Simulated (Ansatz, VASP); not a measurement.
**Sb: VASP beside Ansatz**

The input INCAR:

```
SYSTEM = Sb
PREC     = Accurate       ! precision mode
ENCUT    = 520            ! plane-wave cutoff, eV
EDIFF    = 1E-6           ! SCF threshold, eV
ISMEAR   = -1             ! smearing method
SIGMA    = 0.1            ! smearing width, eV
LREAL    = .FALSE.        ! projectors in reciprocal space
LASPH    = .TRUE.         ! aspherical terms in the spheres
NELM     = 60             ! most SCF steps
ALGO     = Normal         ! electronic algorithm
ISIF     = 2              ! what is computed and relaxed
LWAVE    = .FALSE.        ! write WAVECAR
LCHARG   = .FALSE.        ! write CHGCAR
GGA      = RP             ! functional
NBANDS   = 12             ! bands
```

File KPOINTS:

```
regular mesh
0
G
  12 12 7
  0 0 0
```

Contents of POSCAR:

```
Sb
1.0
    3.3465474992      0.0000000000      0.0000000000
   -1.6732737496      2.8981951493      0.0000000000
    0.0000000000      0.0000000000      5.5499401098
Sb
2
Direct
    0.3333333333      0.6666666667      0.2500000000
    0.6666666667      0.3333333333      0.7500000000
```

Input for Ansatz:

```yaml
crystal:
  lattice:
    - [3.3465474992, 0.0, 0.0]
    - [-1.6732737496, 2.8981951493, 0.0]
    - [0.0, 0.0, 5.5499401098]
  atoms:
    - { symbol: Sb, position: [0.3333333333, 0.6666666667, 0.25] }
    - { symbol: Sb, position: [0.6666666667, 0.3333333333, 0.75] }
hamiltonian:
  xc: rpbe
  pseudopotentials:
    kind: paw
    azcp:
      Sb: "pseudopotentials/Sb.paw.azcp"
basis:
  ecutwfc: 420
  fft_grid_basis: typed
kpoints:
  mp_grid: { grid: [12, 12, 7], shift: [0, 0, 0] }
magnetization:
  spin_polarized: false
scf:
  occupations: { method: fermi_dirac, width: 0.1 }
  lower_state_search: "off"
output:
  stress: true
```

Alike in both runs: task single point; functional RPBE; k mesh 12 × 12 × 7; occupations fermi-dirac, width 0.1 eV; no spin polarisation.

|  | VASP | Ansatz |
| --- | --- | --- |
| version | VASP 6.6.1 | Ansatz 0.2.0 |
| potentials or method | VASP PAW PBE potentials, release 64 (Sb), cutoff 520 eV | plane waves (420 eV) with PAW, scalar-relativistic |
| valence electrons in the cell | 10 | 30 |

Ansatz gave:

| Property | Result |
| --- | --- |
| pressure (GPa) | 2.7 |
| traceless stress, the component that is largest in VASP (GPa) | -0.43 |

**Question.** Which values does VASP return?

**Answer.** Pressure (GPa): 2.4; traceless stress, the component that is largest in VASP (GPa): -0.43.

VASP's potentials were made for PBE, not for RPBE. VASP's potentials hold 10 valence electrons a cell and Ansatz's 30, so a difference there can come from the potentials and not from the codes.

Spin-orbit coupling is off throughout.
